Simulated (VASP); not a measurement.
Here is a VASP 6.6.1 calculation.

Contents of POSCAR:

```
BN
1.0
    2.5006094954      0.0000000000      0.0000000000
   -1.2503047477      2.1655913480      0.0000000000
    0.0000000000      0.0000000000      6.8257764036
B N
2 2
Direct
    0.3333333333      0.6666666667      0.2500000000
    0.6666666667      0.3333333333      0.7500000000
    0.3333333333      0.6666666667      0.7500000000
    0.6666666667      0.3333333333      0.2500000000
```

INCAR.step1

```
ALGO = Normal ; EDIFF = 1E-5
ENCUT = 660 ; GGA = PE
GGA_COMPAT = F ; ISMEAR = 0
LASPH = T ; LCHARG = F
LREAL = F ; LWAVE = T
NBANDS = 16 ; NELM = 120
PREC = Accurate ; SIGMA = 0.05
```

Contents of INCAR.step2:

```
ALGO = Normal ; EDIFF = 1E-6
ENCUT = 660 ; GGA_COMPAT = F
ISIF = 2 ; ISMEAR = 0
ISTART = 1 ; IVDW = 12
LASPH = T ; LCHARG = F
LMIXTAU = T ; LREAL = F
LWAVE = F ; METAGGA = R2SCAN
NBANDS = 16 ; NELM = 120
PREC = Accurate ; SIGMA = 0.05
VDW_A1 = 0.49484001 ; VDW_A2 = 5.73083694
VDW_S6 = 1.0 ; VDW_S8 = 0.78981345
```

File KPOINTS:

```
k-points
0
Gamma
  10 10 4
```

Potentials or basis: VASP PAW PBE potentials, release 64 (B, N).

The run is started by

```console
$ cat potpaw_PBE.64/B/POTCAR potpaw_PBE.64/N/POTCAR > POTCAR
$ cp INCAR.step1 INCAR
$ mpirun -np 1 vasp_std > vasp.out
$ cp INCAR.step2 INCAR
$ mpirun -np 1 vasp_std > vasp.out
```

Problem. Estimate the dispersion energy per atom.

Solution. -0.067 eV.

Problem. Estimate the pressure.

Solution. -0.6 GPa.

Problem. Predict the band gap on the k mesh.

Solution. 4.89 eV (least direct gap 5.40 eV).

Stress tensor (GPa, compression positive):
```
-0.32  0.00  0.00
 0.00 -0.32  0.00
 0.00  0.00 -1.21
```

Caveat: the PAW data sets were made with another functional, which shifts forces and pressure a little. A k mesh can miss the band edges.
